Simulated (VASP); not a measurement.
A run of VASP 6.6.1 is set up as follows.

The input INCAR:

```
SYSTEM = Sr3SbP
PREC = Accurate
ENCUT = 520
EDIFF = 1E-7
ISMEAR = 0
SIGMA = 0.03
LREAL = .FALSE.
LASPH = .TRUE.
NELM = 60
ALGO = Normal
ISIF = 2
LWAVE = .FALSE.
LCHARG = .FALSE.
GGA = CA
NBANDS = 28
```

KPOINTS

```
regular mesh
0
G
  6 6 6
  0 0 0
```

File POSCAR:

```
Sr3SbP
1.0
    5.7400000000      0.0000000000      0.0000000000
    0.0000000000      5.9983000000      0.0000000000
    0.0000000000      0.0000000000      5.7400000000
Sr Sb P
3 1 1
Direct
    0.0000000000      0.5000000000      0.5000000000
    0.5000000000      0.0000000000      0.5000000000
    0.5000000000      0.5000000000      0.0000000000
    0.0000000000      0.0000000000      0.0000000000
    0.5000000000      0.5000000000      0.5000000000
```

Potentials or basis: VASP PAW LDA potentials, release 64 (Sr_sv, Sb, P).

The run is started by

```console
$ cat potpaw_LDA.64/Sr_sv/POTCAR potpaw_LDA.64/Sb/POTCAR potpaw_LDA.64/P/POTCAR > POTCAR
$ mpirun -np 1 vasp_std > vasp.out
```

Q: Estimate the pressure.

A: -3.3 GPa.

Stress tensor (GPa, compression positive):
```
-2.40  0.00  0.00
 0.00 -5.06  0.00
 0.00  0.00 -2.40
```

Caveat: the cell differs from its parent crystal (strain +0.0450 x Voigt [0, 1, 0, 0, 0, 0]).
